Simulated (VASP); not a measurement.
# FeO (R-3m) in VASP: single point with r2SCAN+U

Aim: the single point of FeO with r2SCAN+U.

Program: VASP 6.6.1. These are calculated values, not measurements. Logs are shortened: lines on timing, memory, paths and dates and some standing lists are left out, and cuts for length are marked.

## 1. The cell of the first run

It takes space group R-3m (No. 166, trigonal). The conventional cell has a = 3.035 Å, b = 3.035 Å, c = 7.547 Å, α = 90.00°, β = 90.00°, γ = 120.00°. Fe (site symmetry -3m) has 6 O at 2.16 Å within 2.9 Å. O (site symmetry -3m) has 6 Fe at 2.16 Å within 2.9 Å.

## 2. Single point, r2SCAN+U

Input file POSCAR:

```
FeO
1.0
    1.5176821100      0.8762341800      2.5157945800
   -1.5176821100      0.8762341800      2.5157945800
    0.0000000000     -1.7524683500      2.5157945800
Fe O
1 1
Direct
    0.0000000000      0.0000000000      0.0000000000
    0.5000000000      0.5000000000      0.5000000000
```

Input file INCAR.step1:

```
SYSTEM = FeO
PREC = Accurate
ENCUT = 660
ISMEAR = 0
SIGMA = 0.05
LREAL = .False.
LASPH = .True.
NELM = 200
LMAXMIX = 4
LDAU = .True.
LDAUTYPE = 2
LDAUL = 2 -1
LDAUU = 2 0
LDAUJ = 0 0
NBANDS = 18
GGA = PE
ALGO = Normal
EDIFF = 1E-5
LWAVE = .True.
LCHARG = .False.
GGA_COMPAT = .False.
```

Input file INCAR.step2:

```
SYSTEM = FeO
PREC = Accurate
ENCUT = 660
EDIFF = 1E-6
ISMEAR = 0
SIGMA = 0.05
LREAL = .False.
LASPH = .True.
NELM = 200
ALGO = Normal
ISIF = 2
LWAVE = .False.
LCHARG = .False.
LMAXMIX = 4
LDAU = .True.
LDAUTYPE = 2
LDAUL = 2 -1
LDAUU = 2 0
LDAUJ = 0 0
LDAUPRINT = 1
METAGGA = R2SCAN
LMIXTAU = .True.
NBANDS = 18
ISTART = 1
GGA_COMPAT = .False.
```

Input file KPOINTS:

```
regular mesh
0
Gamma
  8 8 8
  0 0 0
```

Potentials or basis: VASP PAW PBE potentials, release 64 (Fe_sv, O).

Run with:

```console
cat potpaw_PBE.64/Fe_sv/POTCAR potpaw_PBE.64/O/POTCAR > POTCAR
cp INCAR.step1 INCAR
mpirun -np 1 vasp_std > vasp.out
cp INCAR.step2 INCAR
mpirun -np 1 vasp_std > vasp.out
```

OUTCAR:

```text
SYSTEM = FeO
   PREC = Accurate
   ENCUT = 660
   EDIFF = 1E-6
   ISMEAR = 0
   LREAL = .False.
   LASPH = .True.
   NELM = 200
   ISIF = 2
   METAGGA = R2SCAN
   ISTART = 1

 ion  position               nearest neighbor table
   1  0.000  0.000  0.000-   2 2.16   2 2.16   2 2.16   2 2.16   2 2.16   2 2.16
   2  0.500  0.500  0.500-   1 2.16   1 2.16   1 2.16   1 2.16   1 2.16   1 2.16

  LATTYP: Found a trigonal (rhomboedric) cell.
 ALAT       =     3.0660019070
 COS(alpha) =     0.5099427872

  Lattice vectors:

 A1 = (   1.5176821100,   0.8762341800,   2.5157945800)
 A2 = (  -1.5176821100,   0.8762341800,   2.5157945800)
 A3 = (   0.0000000000,  -1.7524683500,   2.5157945800)

Analysis of symmetry for initial positions (statically):
=====================================================================
 Subroutine PRICEL returns:
 Original cell was already a primitive cell.

 Routine SETGRP: Setting up the symmetry group for a
 trigonal (rhombohedral) supercell.

 Subroutine GETGRP returns: Found 12 space group operations
 (whereof 12 operations were pure point group operations)
 out of a pool of 12 trial point group operations.

The static configuration has the point symmetry D_3d.

Analysis of symmetry for dynamics (positions and initial velocities):
=====================================================================
 Subroutine PRICEL returns:
 Original cell was already a primitive cell.

 Routine SETGRP: Setting up the symmetry group for a
 trigonal (rhombohedral) supercell.

 Subroutine GETGRP returns: Found 12 space group operations
 (whereof 12 operations were pure point group operations)
 out of a pool of 12 trial point group operations.

The dynamic configuration has the point symmetry D_3d.

 Subroutine INISYM returns: Found 12 space group operations
 (whereof 12 operations are pure point group operations),
 and found     1 'primitive' translations

----------------------------------------------------------------------------------------

                                     Primitive cell

  volume of cell :      20.0737

  direct lattice vectors                    reciprocal lattice vectors
     1.517682110  0.876234180  2.515794580     0.329449755  0.190207905  0.132496244
    -1.517682110  0.876234180  2.515794580    -0.329449755  0.190207905  0.132496244
     0.000000000 -1.752468350  2.515794580     0.000000000 -0.380415809  0.132496245

  length of vectors
     3.066001907  3.066001907  3.066001906     0.402829298  0.402829298  0.402829297

  position of ions in fractional coordinates (direct lattice)
     0.000000000  0.000000000  0.000000000
     0.500000000  0.500000000  0.500000000

  ion indices of the primitive-cell ions
   primitive index   ion index
                 1           1
                 2           2

----------------------------------------------------------------------------------------

 KPOINTS: regular mesh

Automatic generation of k-mesh.
 Grid dimensions read from file:
 generate k-points for:    8    8    8

 Generating k-lattice:

  Cartesian coordinates                     Fractional coordinates (reciprocal lattice)
     0.041181219  0.023775988  0.016562031     0.125000000  0.000000000 -0.000000000
    -0.041181219  0.023775988  0.016562031     0.000000000  0.125000000 -0.000000000
     0.000000000 -0.047551976  0.016562031     0.000000000  0.000000000  0.125000000

  Length of vectors
     0.050353662  0.050353662  0.050353662

  Shift w.r.t. Gamma in fractional coordinates (k-lattice)
     0.000000000  0.000000000  0.000000000

 Subroutine IBZKPT returns following result:
 ===========================================

 Found     65 irreducible k-points:

 Following reciprocal coordinates:
            Coordinates               Weight
  0.000000  0.000000  0.000000      1.000000
  0.125000  0.000000 -0.000000      6.000000
  0.250000  0.000000 -0.000000      6.000000
  0.375000 -0.000000 -0.000000      6.000000
  0.500000  0.000000 -0.000000      3.000000
  0.125000  0.125000 -0.000000      6.000000
[... 16 lines left out ...]
  0.250000  0.125000  0.125000      6.000000
  0.375000  0.125000  0.125000      6.000000
 [... further k-points ...]
   k-points           NKPTS =     65   k-points in BZ     NKDIM =     65   number of bands    NBANDS=     18
   number of dos      NEDOS =    301   number of ions     NIONS =      2
   total plane-waves  NPLWV =  21952
   dimension x,y,z NGX =    28 NGY =   28 NGZ =   28
   dimension x,y,z NGXF=    56 NGYF=   56 NGZF=   56
   ions per type =               1   1
   NGX,Y,Z   is equivalent  to a cutoff of  15.18, 15.18, 15.18 a.u.
   NGXF,Y,Z  is equivalent  to a cutoff of  30.36, 30.36, 30.36 a.u.
 SYSTEM =  FeO
   PREC   = accura    normal or accurate (medium, high low for compatibility)
   ISTART =      1    job   : 0-new  1-cont  2-samecut
   ICHARG =      0    charge: 1-file 2-atom 10-const
   ISPIN  =      1    spin polarized calculation?
   LNONCOLLINEAR =      F non collinear calculations
   LSORBIT =      F    spin-orbit coupling
   LASPH  =      T    aspherical Exc in radial PAW
   ENCUT  =  660.0 eV  48.51 Ry    6.96 a.u.   6.42  6.42  6.42*2*pi/ulx,y,z
   NELM   =    200;   NELMIN=  2; NELMDL=  0     # of ELM steps
   EDIFF  = 0.1E-05   stopping-criterion for ELM
   LREAL  =      F    real-space projection
[... 7 lines left out ...]
   TEBEG  =    0.0;   TEEND  =   0.0 temperature during run
   PSTRESS=    0.0 pullay stress
   NELECT =      22.0000    total number of electrons
   NUPDOWN=      -1.0000    fix difference up-down
   EMIN   =  10.00;   EMAX   =-10.00  energy-range for DOS
   EFERMI =   0.00;   METHOD = LEGACY
   ISMEAR =     0;   SIGMA  =   0.05  broadening in eV -4-tet -1-fermi 0-gaus
   EFERMI_NEDOS =   21; number of points for ismear=-14 and -15
   IALGO  =     38    algorithm
   IMIX   =      4    mixing-type and parameters
     AMIX     =   0.40;   BMIX     =  1.00
     AMIX_MAG =   1.60;   BMIX_MAG =  1.00
  volume/ion in A,a.u.               =      10.04        67.73
  Fermi-wavevector in a.u.,A,eV,Ry     =   1.687874  3.189619 38.761872  2.848917
  Thomas-Fermi vector in A             =   2.770281
   LORBIT       =      0    0 simple, 1 ext, 2 COOP (PROOUT), +10 PAW based schemes
 LDA+U is selected, type is set to LDAUTYPE =  2
   angular momentum for each species LDAUL =     2   -1
   U (eV)           for each species LDAUU =   2.0  0.0
   J (eV)           for each species LDAUJ =   0.0  0.0
   METAGGA = R2SCAN    functional components
   LHFCALC =     F    Hartree Fock is set to
   AEXX    =    0.0000 exact exchange contribution
   IVDW    =     0    specifies the selected vdW correction
   LEPSILON=     F    determine dielectric tensor
   LRPA    =     F    only Hartree local field effects (RPA)
 non-spin polarized calculation
 Gauss-broadening in eV      SIGMA  =   0.05
  energy-cutoff  :      660.00
  volume of cell :       20.07
 maximum number of plane-waves:       784
 NGX is ok and might be reduce to    28
   NGX = 13   NGY = 13   NGZ = 13

atom =   1  type =  1  l = 2

 onsite density matrix

spin component  1

  0.6216 -0.0000  0.0000  0.3735 -0.0000
 -0.0000  0.3518  0.0000  0.0000  0.3735
  0.0000  0.0000  0.8842 -0.0000  0.0000
  0.3735  0.0000 -0.0000  0.3518  0.0000
 -0.0000  0.3735  0.0000  0.0000  0.6216

spin component  2

  0.6216 -0.0000  0.0000  0.3735 -0.0000
 -0.0000  0.3518  0.0000  0.0000  0.3735
  0.0000  0.0000  0.8842 -0.0000  0.0000
  0.3735  0.0000 -0.0000  0.3518  0.0000
 -0.0000  0.3735  0.0000  0.0000  0.6216

 occupancies and eigenvectors

  o =  0.0896  v =  0.5746  0.0000 -0.0000 -0.8184  0.0000  0.0000  0.0000  0.0000  0.0000  0.0000      0.0000  0.0000  0.0000  0.0000  0.0000  0.0000  0.0000  0.0000  0.0000  0.0000
  o =  0.0896  v =  0.0000  0.0000  0.0000  0.0000  0.0000  0.5746  0.0000 -0.0000 -0.8184  0.0000      0.0000  0.0000  0.0000  0.0000  0.0000  0.0000  0.0000  0.0000  0.0000  0.0000
  o =  0.0896  v =  0.0000  0.8184 -0.0000 -0.0000 -0.5746  0.0000  0.0000  0.0000  0.0000  0.0000      0.0000  0.0000  0.0000  0.0000  0.0000  0.0000  0.0000  0.0000  0.0000  0.0000
  o =  0.0896  v =  0.0000  0.0000  0.0000  0.0000  0.0000  0.0000  0.8184 -0.0000 -0.0000 -0.5746      0.0000  0.0000  0.0000  0.0000  0.0000  0.0000  0.0000  0.0000  0.0000  0.0000
  o =  0.8838  v =  0.0000 -0.5746  0.0000 -0.0000 -0.8184  0.0000  0.0000  0.0000  0.0000  0.0000      0.0000  0.0000  0.0000  0.0000  0.0000  0.0000  0.0000  0.0000  0.0000  0.0000
  o =  0.8838  v =  0.0000  0.0000  0.0000  0.0000  0.0000  0.0000 -0.5746  0.0000 -0.0000 -0.8184      0.0000  0.0000  0.0000  0.0000  0.0000  0.0000  0.0000  0.0000  0.0000  0.0000
  o =  0.8838  v = -0.8184  0.0000 -0.0000 -0.5746  0.0000  0.0000  0.0000  0.0000  0.0000  0.0000      0.0000  0.0000  0.0000  0.0000  0.0000  0.0000  0.0000  0.0000  0.0000  0.0000
  o =  0.8838  v =  0.0000  0.0000  0.0000  0.0000  0.0000 -0.8184  0.0000 -0.0000 -0.5746  0.0000      0.0000  0.0000  0.0000  0.0000  0.0000  0.0000  0.0000  0.0000  0.0000  0.0000
  o =  0.8842  v =  0.0000  0.0000  0.0000  0.0000  0.0000  0.0000  0.0000  1.0000 -0.0000  0.0000      0.0000  0.0000  0.0000  0.0000  0.0000  0.0000  0.0000  0.0000  0.0000  0.0000
  o =  0.8842  v =  0.0000  0.0000  1.0000 -0.0000  0.0000  0.0000  0.0000  0.0000  0.0000  0.0000      0.0000  0.0000  0.0000  0.0000  0.0000  0.0000  0.0000  0.0000  0.0000  0.0000

 number of electron      21.9999993 magnetization

 Free energy of the ion-electron system (eV)
  ---------------------------------------------------
  ext. energy  EPLUGINS =         0.00000000
  ---------------------------------------------------
  free energy    TOTEN  =       -20.19410416 eV

  energy without entropy =      -20.19410416  energy(sigma->0) =      -20.19410416

 E-fermi :   8.3335     XC(G=0): -13.1814

 val. band max:        7.8811082971   @ k =   0.5000   0.0000  -0.0000
 cond. band min:       9.6290610405   @ k =   0.0000   0.0000   0.0000
 fundamental gap:      1.7479527435
 Fermi energy:         8.3334872487

 k-point     1 :       0.0000    0.0000    0.0000
  band No.  band energies     occupation
      1     -80.9026      2.00000
      2     -45.7234      2.00000
      3     -45.7094      2.00000
      4     -45.7094      2.00000
      5     -12.4065      2.00000
      6       5.2989      2.00000
[... 10 lines left out ...]
     17      27.7265      0.00000
     18      27.7265      0.00000

 k-point     2 :       0.1250    0.0000   -0.0000
  band No.  band energies     occupation
      1     -80.9018      2.00000
      2     -45.7261      2.00000
      3     -45.7175      2.00000
      4     -45.7109      2.00000
      5     -12.2640      2.00000
      6       4.3076      2.00000
[... 10 lines left out ...]
     17      27.2794      0.00000
     18      28.5974      0.00000

 k-point     3 :       0.2500    0.0000   -0.0000
  band No.  band energies     occupation
      1     -80.8997      2.00000
      2     -45.7423      2.00000
      3     -45.7251      2.00000
      4     -45.7141      2.00000
      5     -11.9002      2.00000
      6       2.6076      2.00000
[... 10 lines left out ...]
     17      25.6231      0.00000
     18      29.2820      0.00000

 k-point     4 :       0.3750   -0.0000   -0.0000
  band No.  band energies     occupation
      1     -80.8977      2.00000
      2     -45.7626      2.00000
      3     -45.7279      2.00000
      4     -45.7170      2.00000
      5     -11.5019      2.00000
      6       1.2811      2.00000
[... 375 lines left out ...]
      4     -45.7106      2.00000
      5     -12.2691      2.00000
      6       4.2200      2.00000
[... 10 lines left out ...]
     17      27.2941      0.00000
     18      28.5633      0.00000

 k-point    23 :       0.2500    0.1250    0.1250
  band No.  band energies     occupation
      1     -80.9006      2.00000
      2     -45.7394      2.00000
      3     -45.7187      2.00000
      4     -45.7113      2.00000
      5     -12.0605      2.00000
      6       3.3081      2.00000
[... 10 lines left out ...]
     17      27.8455      0.00000
     18      28.2703      0.00000

 k-point    24 :       0.3750    0.1250    0.1250
  band No.  band energies     occupation
      1     -80.8986      2.00000
      2     -45.7517      2.00000
      3     -45.7300      2.00000
      4     -45.7144      2.00000
      5     -11.6974      2.00000
      6       2.0973      2.00000
[... 10 lines left out ...]
     17      25.4464      0.00000
     18      29.7573      0.00000

 [... further k-points ...]
[... 5 lines left out ...]
  --------------------------------------------------------------------------------------
  -------------------------------------------------------------------------------------
  Total       -3.4146500     -3.4146500     -3.7447051      0.0000000     -0.0000000      0.0000000
  in kB     -272.5394304   -272.5394316   -298.8826974      0.0000000     -0.0000004      0.0000000
  external PRESSURE =    -281.3205198 kB  Pullay stress =       0.0000000 kB

 VOLUME and BASIS-vectors are now :
 -----------------------------------------------------------------------------
  energy-cutoff  :      660.00
  volume of cell :       20.07
      direct lattice vectors                 reciprocal lattice vectors
     1.517682110  0.876234180  2.515794580     0.329449755  0.190207905  0.132496244
    -1.517682110  0.876234180  2.515794580    -0.329449755  0.190207905  0.132496244
     0.000000000 -1.752468350  2.515794580     0.000000000 -0.380415809  0.132496245

 POSITION                                       TOTAL-FORCE (eV/Angst)
 -----------------------------------------------------------------------------------
      0.00000      0.00000      0.00000         0.000000      0.000000     -0.000000
      0.00000      0.00000      3.77369        -0.000000     -0.000000      0.000000
 -----------------------------------------------------------------------------------
    total drift:                                0.000000      0.000000      0.000000

  FREE ENERGIE OF THE ION-ELECTRON SYSTEM (eV)
  ---------------------------------------------------
  free  energy   TOTEN  =       -20.1941041584 eV

  energy  without entropy=      -20.1941041584  energy(sigma->0) =      -20.19410416
```

Run time: 2.3 min. Hardware: 1 thread of Intel Xeon 6975P-C (Granite Rapids), shared host; peak memory 0.17 GiB.

Results:

```yaml
Free_energy: -20.1941 eV
Pressure: -28.1 GPa
Band_gap_on_the_k_mesh: 1.75 eV (least direct gap 2.23 eV)
```

Stress tensor (GPa, compression positive):
```
-27.25   0.00   0.00
  0.00 -27.25   0.00
  0.00   0.00 -29.89
```

Eigenvalues of the final occupation matrices:
```
    site  spin  trace               eigenvalues
site 1 d     1   2.83  0.09 0.09 0.88 0.88 0.88
site 1 d     2   2.83  0.09 0.09 0.88 0.88 0.88
```

Caveat: the cell stands under tension; the PAW data sets were made with another functional, which shifts forces and pressure a little. A k mesh can miss the band edges.
